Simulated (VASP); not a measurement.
# Li2S (Fm-3m) in VASP: further runs

Li2S is run at these levels: r2SCAN; tasks: relaxation of cell and atoms, single point.

All numbers are computed with VASP 6.6.1; they aren't measurements. Logs are shortened: lines on timing, memory, paths and dates and some standing lists are left out, and cuts for length are marked.

### 1 The cell of the first run

It takes space group Fm-3m (No. 225, cubic). The conventional cell has a = 5.689 Å, b = 5.689 Å, c = 5.689 Å, α = 90.00°, β = 90.00°, γ = 90.00°. Li (site symmetry -43m) has 4 S at 2.46 Å and 6 Li at 2.84 Å within 3.3 Å. Within 3.3 Å of S (site symmetry m-3m) lie 8 Li at 2.46 Å.

### 2 Relaxation of cell and atoms, r2SCAN, target pressure 15 GPa, at which the enthalpy is minimised

POSCAR

```
Li2S
1.0
    2.8445000000      2.8445000000      0.0000000000
   -2.8445000000      2.8445000000      0.0000000000
    0.0000000000      2.8445000000      2.8445000000
Li S
2 1
Direct
    0.2500000000      0.7500000000      0.5000000000
    0.7500000000      0.2500000000      0.5000000000
    0.0000000000      0.0000000000      0.0000000000
```

INCAR.step1

```
ALGO = Normal ; EDIFF = 1E-5
EDIFFG = -0.005 ; ENCUT = 830
GGA = PE ; GGA_COMPAT = False
IBRION = 2 ; ISIF = 3
ISMEAR = 0 ; LASPH = True
LCHARG = False ; LREAL = False
LWAVE = True ; NELM = 120
NELMIN = 4 ; NSW = 100
PREC = Accurate ; SIGMA = 0.01
```

INCAR.step2

```
ALGO = Normal ; EDIFF = 1E-7
EDIFFG = -0.002 ; ENCUT = 830
GGA_COMPAT = False ; IBRION = 2
ISIF = 3 ; ISMEAR = 0
ISTART = 1 ; LASPH = True
LCHARG = False ; LMIXTAU = True
LREAL = False ; LWAVE = False
METAGGA = R2SCAN ; NELM = 120
NELMIN = 4 ; NSW = 100
PREC = Accurate ; PSTRESS = 150.0
SIGMA = 0.01
```

KPOINTS

```
k-points
0
Gamma
  8 8 8
```

Potentials or basis: VASP PAW PBE potentials, release 64 (Li_sv, S).

Started as:

```bash
$ cat potpaw_PBE.64/Li_sv/POTCAR potpaw_PBE.64/S/POTCAR > POTCAR
$ cp INCAR.step1 INCAR
$ mpirun -np 1 vasp_std > vasp.out
$ cp INCAR.step2 INCAR
$ mpirun -np 1 vasp_std > vasp.out
```

OUTCAR:

```text
EDIFF = 1E-7
   EDIFFG = -0.002
   ENCUT = 830
   IBRION = 2
   ISIF = 3
   ISMEAR = 0
   ISTART = 1
   LASPH = True
   LREAL = False
   METAGGA = R2SCAN
   NELM = 120
   NELMIN = 4
   NSW = 100
   PREC = Accurate
   PSTRESS = 150.0

 ion  position               nearest neighbor table
   1  0.250  0.750  0.500-   3 2.46   3 2.46   3 2.46   3 2.46
   2  0.750  0.250  0.500-   3 2.46   3 2.46   3 2.46   3 2.46
   3  0.000  0.000  0.000-   2 2.46   1 2.46   1 2.46   2 2.46   1 2.46   2 2.46   2 2.46   1 2.46

  LATTYP: Found a face centered cubic cell.
 ALAT       =     5.6890000000

  Lattice vectors:

 A1 = (   0.0000000000,   2.8445000000,   2.8445000000)
 A2 = (   2.8445000000,   0.0000000000,   2.8445000000)
 A3 = (   2.8445000000,   2.8445000000,   0.0000000000)

Analysis of symmetry for initial positions (statically):
=====================================================================
 Subroutine PRICEL returns:
 Original cell was already a primitive cell.

 Routine SETGRP: Setting up the symmetry group for a
 face centered cubic supercell.

 Subroutine GETGRP returns: Found 48 space group operations
 (whereof 48 operations were pure point group operations)
 out of a pool of 48 trial point group operations.

The static configuration has the point symmetry O_h .

Analysis of symmetry for dynamics (positions and initial velocities):
=====================================================================
 Subroutine PRICEL returns:
 Original cell was already a primitive cell.

 Routine SETGRP: Setting up the symmetry group for a
 face centered cubic supercell.

 Subroutine GETGRP returns: Found 48 space group operations
 (whereof 48 operations were pure point group operations)
 out of a pool of 48 trial point group operations.

The dynamic configuration has the point symmetry O_h .

 Subroutine INISYM returns: Found 48 space group operations
 (whereof 48 operations are pure point group operations),
 and found     1 'primitive' translations

----------------------------------------------------------------------------------------

                                     Primitive cell

  volume of cell :      46.0307

  direct lattice vectors                    reciprocal lattice vectors
     2.844500000  2.844500000  0.000000000     0.175777817  0.175777817 -0.175777817
    -2.844500000  2.844500000  0.000000000    -0.175777817  0.175777817 -0.175777817
     0.000000000  2.844500000  2.844500000     0.000000000  0.000000000  0.351555634

  length of vectors
     4.022730478  4.022730478  4.022730478     0.304456110  0.304456110  0.351555634

  position of ions in fractional coordinates (direct lattice)
     0.250000000  0.750000000  0.500000000
     0.750000000  0.250000000  0.500000000
     0.000000000  0.000000000  0.000000000

  ion indices of the primitive-cell ions
   primitive index   ion index
                 1           1
                 2           2
                 3           3

----------------------------------------------------------------------------------------

 KPOINTS: k-points

Automatic generation of k-mesh.
 Grid dimensions read from file:
 generate k-points for:    8    8    8

 Generating k-lattice:

  Cartesian coordinates                     Fractional coordinates (reciprocal lattice)
     0.021972227  0.021972227 -0.021972227     0.125000000  0.000000000  0.000000000
    -0.021972227  0.021972227 -0.021972227     0.000000000  0.125000000  0.000000000
     0.000000000  0.000000000  0.043944454     0.000000000  0.000000000  0.125000000

  Length of vectors
     0.038057014  0.038057014  0.043944454

  Shift w.r.t. Gamma in fractional coordinates (k-lattice)
     0.000000000  0.000000000  0.000000000

 Subroutine IBZKPT returns following result:
 ===========================================

 Found     29 irreducible k-points:

 Following reciprocal coordinates:
            Coordinates               Weight
  0.000000  0.000000  0.000000      1.000000
  0.125000  0.000000  0.000000      8.000000
  0.250000  0.000000  0.000000      8.000000
  0.375000  0.000000  0.000000      8.000000
  0.500000  0.000000  0.000000      4.000000
  0.125000  0.125000  0.000000     12.000000
[... 16 lines left out ...]
  0.375000  0.250000  0.125000     48.000000
  0.500000  0.250000  0.125000     24.000000
 [... further k-points ...]
   k-points           NKPTS =     29   k-points in BZ     NKDIM =     29   number of bands    NBANDS=     10
   number of dos      NEDOS =    301   number of ions     NIONS =      3
   total plane-waves  NPLWV =  64000
   dimension x,y,z NGX =    40 NGY =   40 NGZ =   40
   dimension x,y,z NGXF=    80 NGYF=   80 NGZF=   80
   ions per type =               2   1
   NGX,Y,Z   is equivalent  to a cutoff of  16.53, 16.53, 16.53 a.u.
   NGXF,Y,Z  is equivalent  to a cutoff of  33.06, 33.06, 33.06 a.u.
 SYSTEM =  unknown system
   PREC   = accura    normal or accurate (medium, high low for compatibility)
   ISTART =      1    job   : 0-new  1-cont  2-samecut
   ICHARG =      0    charge: 1-file 2-atom 10-const
   ISPIN  =      1    spin polarized calculation?
   LNONCOLLINEAR =      F non collinear calculations
   LSORBIT =      F    spin-orbit coupling
   LASPH  =      T    aspherical Exc in radial PAW
   ENCUT  =  830.0 eV  61.00 Ry    7.81 a.u.   9.45  9.45  9.45*2*pi/ulx,y,z
   NELM   =    120;   NELMIN=  4; NELMDL=  0     # of ELM steps
   EDIFF  = 0.1E-06   stopping-criterion for ELM
   LREAL  =      F    real-space projection
   EDIFFG = -.2E-02   stopping-criterion for IOM
   NSW    =    100    number of steps for IOM
   IBRION =      2    ionic relax: 0-MD 1-quasi-New 2-CG
   NFREE  =      1    steps in history (QN), initial steepest desc. (CG)
   ISIF   =      3    stress and relaxation
   ISYM   =      2    0-nonsym 1-usesym 2-fastsym
   POTIM  = 0.5000    time-step for ionic-motion
   TEBEG  =    0.0;   TEEND  =   0.0 temperature during run
   PSTRESS=  150.0 pullay stress
   NELECT =      12.0000    total number of electrons
   NUPDOWN=      -1.0000    fix difference up-down
   EMIN   =  10.00;   EMAX   =-10.00  energy-range for DOS
   EFERMI =   0.00;   METHOD = LEGACY
   ISMEAR =     0;   SIGMA  =   0.01  broadening in eV -4-tet -1-fermi 0-gaus
   EFERMI_NEDOS =   21; number of points for ismear=-14 and -15
   IALGO  =     38    algorithm
   IMIX   =      4    mixing-type and parameters
     AMIX     =   0.40;   BMIX     =  1.00
     AMIX_MAG =   1.60;   BMIX_MAG =  1.00
  volume/ion in A,a.u.               =      15.34       103.54
  Fermi-wavevector in a.u.,A,eV,Ry     =   1.045810  1.976294 14.880934  1.093718
  Thomas-Fermi vector in A             =   2.180621
   LORBIT       =      0    0 simple, 1 ext, 2 COOP (PROOUT), +10 PAW based schemes
   METAGGA = R2SCAN    functional components
   LHFCALC =     F    Hartree Fock is set to
   AEXX    =    0.0000 exact exchange contribution
   IVDW    =     0    specifies the selected vdW correction
   LEPSILON=     F    determine dielectric tensor
   LRPA    =     F    only Hartree local field effects (RPA)
 conjugate gradient relaxation of ions
 non-spin polarized calculation
 Gauss-broadening in eV      SIGMA  =   0.01
  energy-cutoff  :      830.00
  volume of cell :       46.03
 maximum number of plane-waves:      2541
 NGX is ok and might be reduce to    40
   NGX = 19   NGY = 19   NGZ = 19

--------------------------------------- Ionic step        1  -------------------------------------------

 number of electron      12.0000004 magnetization

 Free energy of the ion-electron system (eV)
  ---------------------------------------------------
  ext. energy  EPLUGINS =         0.00000000
  ---------------------------------------------------
  free energy    TOTEN  =       -17.38407030 eV

  energy without entropy =      -17.38407030  energy(sigma->0) =      -17.38407030

------------------------ aborting loop because EDIFF is reached ----------------------------------------

  FORCE on cell =-STRESS in cart. coord.  units (eV):
  Direction    XX          YY          ZZ          XY          YZ          ZX
  --------------------------------------------------------------------------------------
  -------------------------------------------------------------------------------------
  Total       -0.0482875     -0.0482875     -0.0482875      0.0000000      0.0000000      0.0000000
  in kB       -1.6807291     -1.6807291     -1.6807291      0.0000000      0.0000000      0.0000000
  external PRESSURE =    -151.6807291 kB  Pullay stress =     150.0000000 kB
[... 96 lines left out ...]
  FREE ENERGIE OF THE ION-ELECTRON SYSTEM (eV)
  ---------------------------------------------------
  free  energy   TOTEN  =       -17.0196137159 eV

  energy  without entropy=      -17.0196137159  energy(sigma->0) =      -17.01961372

  enthalpy is  TOTEN    =       -13.5928431454 eV   P V=        3.4267705705

[... ionic steps 4 to 13 ...]

--------------------------------------- Ionic step       14  -------------------------------------------

 number of electron      11.9999999 magnetization

------------------------ aborting loop because EDIFF is reached ----------------------------------------

  FORCE on cell =-STRESS in cart. coord.  units (eV):
  Direction    XX          YY          ZZ          XY          YZ          ZX
  --------------------------------------------------------------------------------------
  -------------------------------------------------------------------------------------
  Total        3.3884384      3.3884384      3.3884384      0.0000000      0.0000000     -0.0000000
  in kB      147.9174650    147.9174650    147.9174650      0.0000000      0.0000000     -0.0000000
  external PRESSURE =      -2.0825350 kB  Pullay stress =     150.0000000 kB
[... 63 lines left out ...]
  enthalpy is  TOTEN    =       -13.5928832150 eV   P V=        3.4305926225

--------------------------------------- Ionic step       16  -------------------------------------------

 number of electron      11.9999998 magnetization

 Free energy of the ion-electron system (eV)
  ---------------------------------------------------
  ext. energy  EPLUGINS =         0.00000000
  ---------------------------------------------------
  free energy    TOTEN  =       -17.02234653 eV

  energy without entropy =      -17.02234653  energy(sigma->0) =      -17.02234653

 E-fermi :   2.9270     XC(G=0):  -9.8857

 val. band max:        2.8356813622   @ k =   0.0000   0.0000   0.0000
 cond. band min:       6.4597600593   @ k =   0.5000   0.5000   0.0000
 fundamental gap:      3.6240786971
 Fermi energy:         2.9270011885

 k-point     1 :       0.0000    0.0000    0.0000
  band No.  band energies     occupation
      1     -42.4773      2.00000
      2     -42.3763      2.00000
      3      -9.3667      2.00000
      4       2.8357      2.00000
      5       2.8357      2.00000
      6       2.8357      2.00000
      7       9.2648      0.00000
      8       9.7585      0.00000
      9       9.7585      0.00000
     10       9.7585      0.00000
[... 287 lines left out ...]
 k-point    24 :       0.5000    0.2500    0.1250
  band No.  band energies     occupation
      1     -42.4235      2.00000
      2     -42.4233      2.00000
      3      -8.6268      2.00000
      4      -0.5480      2.00000
      5       1.2081      2.00000
      6       1.5726      2.00000
      7       9.4641      0.00000
      8      10.8924      0.00000
      9      12.9958      0.00000
     10      13.6166      0.00000

 [... further k-points ...]

------------------------ aborting loop because EDIFF is reached ----------------------------------------

  FORCE on cell =-STRESS in cart. coord.  units (eV):
  Direction    XX          YY          ZZ          XY          YZ          ZX
  --------------------------------------------------------------------------------------
  -------------------------------------------------------------------------------------
  Total        3.4295184      3.4295184      3.4295184      0.0000000      0.0000000     -0.0000000
  in kB      150.0019709    150.0019709    150.0019709      0.0000000      0.0000000     -0.0000000
  external PRESSURE =       0.0019709 kB  Pullay stress =     150.0000000 kB
[... 18 lines left out ...]
  FREE ENERGIE OF THE ION-ELECTRON SYSTEM (eV)
  ---------------------------------------------------
  free  energy   TOTEN  =       -17.0223465339 eV

  energy  without entropy=      -17.0223465339  energy(sigma->0) =      -17.02234653

  enthalpy is  TOTEN    =       -13.5928732136 eV   P V=        3.4294733202

 reached required accuracy - stopping structural energy minimisation
```

Run time: 34 min. Hardware: 1 thread of Oxide Virtual Turin-like, shared host; peak memory 0.24 GiB.

What came out:

```
Free energy                                                : -17.0223 eV
Relaxed volume                                             : 12.21 Å³/atom
Relaxed cell                                               : a = 3.728 Å, b = 3.728 Å, c = 3.728 Å, α = 60.00°, β = 60.00°, γ = 90.00°
Space group after relaxing (to 0.1 Å)                      : Fm-3m (No. 225)
Energy change on relaxing (the run minimises the enthalpy) : +120.6 meV/atom
Ionic steps                                                : 16
Pressure after relaxing                                    : 15.0 GPa
Band gap on the k mesh                                     : 3.62 eV (least direct gap 5.60 eV)
```

Step by step:
| step | energy change (eV) | largest force (eV/Å) | pressure (GPa) | volume (Å³) |
| --- | --- | --- | --- | --- |
| 1 | 0.0000 | 0.0000 | -0.17 | 46.03 |
| 2 | 0.3267 | 0.0000 | 13.91 | 37.02 |
| 3 | 0.3645 | 0.0000 | 15.09 | 36.60 |
| 4 | 0.3481 | 0.0000 | 14.58 | 36.78 |
| 5 | 0.3485 | 0.0000 | 14.59 | 36.77 |
| 6 | 0.3496 | 0.0000 | 14.62 | 36.76 |
| 7 | 0.3496 | 0.0000 | 14.62 | 36.76 |
| 8 | 0.3496 | 0.0000 | 14.62 | 36.76 |
| 9 | 0.3497 | 0.0000 | 14.63 | 36.76 |
| 10 | 0.3499 | 0.0000 | 14.63 | 36.76 |
| 11 | 0.3502 | 0.0000 | 14.64 | 36.75 |
| 12 | 0.3509 | 0.0000 | 14.66 | 36.75 |
| 13 | 0.3523 | 0.0000 | 14.71 | 36.73 |
| 14 | 0.3550 | 0.0000 | 14.79 | 36.70 |
| 15 | 0.3606 | 0.0000 | 14.96 | 36.64 |
| 16 | 0.3617 | 0.0000 | 15.00 | 36.63 |

Final structure:
```yaml
crystal:
  lattice:
    - [2.63596, 2.63596, 0.00000]
    - [-2.63596, 2.63596, 0.00000]
    - [0.00000, 2.63596, 2.63596]
  atoms:
    - { symbol: Li, position: [0.25000, 0.75000, 0.50000] }
    - { symbol: Li, position: [0.75000, 0.25000, 0.50000] }
    - { symbol: S, position: [0.00000, 0.00000, 0.00000] }
```

Caveat: the cell is relaxed towards a set pressure, so the run minimises the enthalpy, not the energy; the volume moved by over 15 % at a fixed basis, so the end points are rough; the PAW data sets were made with another functional, which shifts forces and pressure a little. A k mesh can miss the band edges.

[end of part 1 of 2]
